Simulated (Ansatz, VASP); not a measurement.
## Ta2As5 in VASP and in Ansatz

```
Ta As
1.0
     4.62519    0.00000    0.00000
    -2.31259    4.00553    0.00000
     0.00000    0.00000    8.58661
Ta As
2 5
Direct
  0.33333 0.66667 0.50000
  0.66667 0.33333 0.50000
  0.33333 0.66667 0.80804
  0.33333 0.66667 0.19196
  0.66667 0.33333 0.19196
  0.66667 0.33333 0.80804
  0.00000 0.00000 0.00000
```

Alike in both runs: functional PBE; k mesh 12 × 12 × 6; occupations gaussian, width 0.1 eV; no spin polarisation.

Ansatz relaxed the structure, and its values are those at the end. VASP's run is a single point on that final structure, the one shown.

```csv
,VASP,Ansatz
version,VASP 6.6.1,Ansatz 0.2.0
potentials or method,"VASP PAW PBE potentials, release 64 (Ta_pv, As), cutoff 520 eV","scalar-relativistic, plane waves, PAW"
valence electrons in the cell,47,101
```

Ansatz gave:

```
gap on the k mesh at the Fermi level (eV) : none
pressure (GPa)                            : 0.0
rms of the force components (eV/Å)        : 0.002
```

Problem. Which values does VASP return?

Solution. gap on the k mesh at the Fermi level (eV): none; pressure (GPa): 0.1; rms of the force components (eV/Å): 0.007.

A gap of «none» marks a metal or a gap that the smearing closes. VASP's potentials hold 47 valence electrons a cell and Ansatz's 101, so a difference there can come from the potentials and not from the codes.

Spin-orbit coupling is off throughout.
